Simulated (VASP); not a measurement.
Mo: single point with PBE

Crystal: Mo.

```
Mo
1.0
    -1.59587    1.59587    1.59587
     1.59587   -1.59587    1.59587
     1.59587    1.59587   -1.59587
Mo
1
Direct
  0.00000 0.00000 0.00000
```

This cell differs from its parent crystal: volume scaled by 1.03.

```yaml
Program: VASP 6.6.1
Task: single point
Functional: PBE
Potentials_or_basis: VASP PAW PBE potentials, release 64 (Mo_sv)
Cutoff: 520 eV
k_mesh: 18 × 18 × 18
Occupations: gaussian, width 0.1 eV
Spin: no spin polarisation
Dipole_correction: no
Further_INCAR_settings: ALGO = Normal; EDIFF = 1e-06; NBANDS = 13
```

| Item | Value |
| --- | --- |
| Pressure | -6.7 GPa |
| Band gap on the k mesh | zero (band 7 reaches 15.73 eV, above the bottom of band 8 at 10.68 eV) |

Levels at points of the mesh, in eV from the Fermi level:
```csv
k point,band 4,band 5,band 6,band 7,band 8,band 9,band 10,band 11
"(0.00, 0.00, 0.00)",-34.64,-7.11,-1.30,-1.30,-1.30,1.58,1.58,14.76
"(0.50, 0.00, 0.00)",-34.65,-5.10,-3.23,1.48,1.59,2.18,4.46,11.04
"(0.50, 0.50, 0.50)",-35.50,-5.15,-5.15,3.75,3.75,3.75,8.76,8.76
```

Run time: 14 s on 1 thread of Intel(R) Xeon(R) Platinum 8488C (Sapphire Rapids), with other jobs on the host, peak memory 0.17 GiB.
